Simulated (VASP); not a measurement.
Crystal: BeTe.

```
Te Be
1.0
     0.00000    2.75141    2.75141
     2.75141    0.00000    2.75141
     2.75141    2.75141    0.00000
Te Be
1 1
Direct
  0.75000 0.75000 0.75000
  0.00000 0.00000 0.00000
```

Base run:

| Quantity | Value |
| --- | --- |
| Program | VASP 6.6.1 |
| Functional | LDA |
| Potentials or basis | VASP PAW LDA potentials, release 64 (Te, Be) |
| Cutoff | 520 eV |
| k mesh | 8 × 8 × 8 |
| Occupations | fermi-dirac, width 0.05 eV |
| Spin | no spin polarisation |

Its results: band gap on the k mesh 1.70 eV, indirect (least direct gap 3.52 eV); pressure 2.2 GPa.

**Question.** The run is repeated on the same cell with these changes: functional from LDA to r2SCAN; potentials or basis from VASP PAW LDA potentials, release 64 (Te, Be) to VASP PAW PBE potentials, release 64 (Te, Be). What comes out?

**Answer.** Band gap on the k mesh 2.15 eV, indirect (least direct gap 3.93 eV); pressure 6.0 GPa.

Caveats: spin-orbit coupling is left out, which moves the levels of the heavy elements; the PAW data sets were made with another functional, which shifts forces and pressure a little (some runs).

A k mesh can miss the band edges.
